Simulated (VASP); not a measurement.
Ir, 2 atoms in the cell. It takes space group Fd-3m (No. 227, cubic). The conventional cell has a = 5.410 Å, b = 5.410 Å, c = 5.410 Å, α = 90.00°, β = 90.00°, γ = 90.00°. Within 3.1 Å of Ir (site symmetry -43m) lie 4 Ir at 2.34 Å. This isn't the form of Ir at room conditions, which is fcc.

* Program: VASP 6.6.1
* Task: single point
* Functional: PBE
* Potentials or basis: VASP PAW PBE potentials, release 64 (Ir)
* Cutoff: 500 eV
* k mesh: 7 × 7 × 7
* Occupations: fermi-dirac, width 0.1 eV
* Spin: no spin polarisation
* Dipole correction: no
* Further INCAR settings: ALGO = Normal; EDIFF = 1e-06; NBANDS = 16

Potentials or basis: VASP PAW PBE potentials, release 64 (Ir).

The run is started by

```console
$ cat potpaw_PBE.64/Ir/POTCAR > POTCAR
$ mpirun -np 1 vasp_std > vasp.out
```

Hardware: 1 thread of AMD EPYC 9R45 96-Core Processor (Zen 5), on a shared host.

**Question.** How long does it take, and how much memory?

**Answer.** Run time: 8.4 s on 1 thread of AMD EPYC 9R45 96-Core Processor (Zen 5) (shared host), peak memory 0.13 GiB. Counts: scf iterations 12, k points 20.
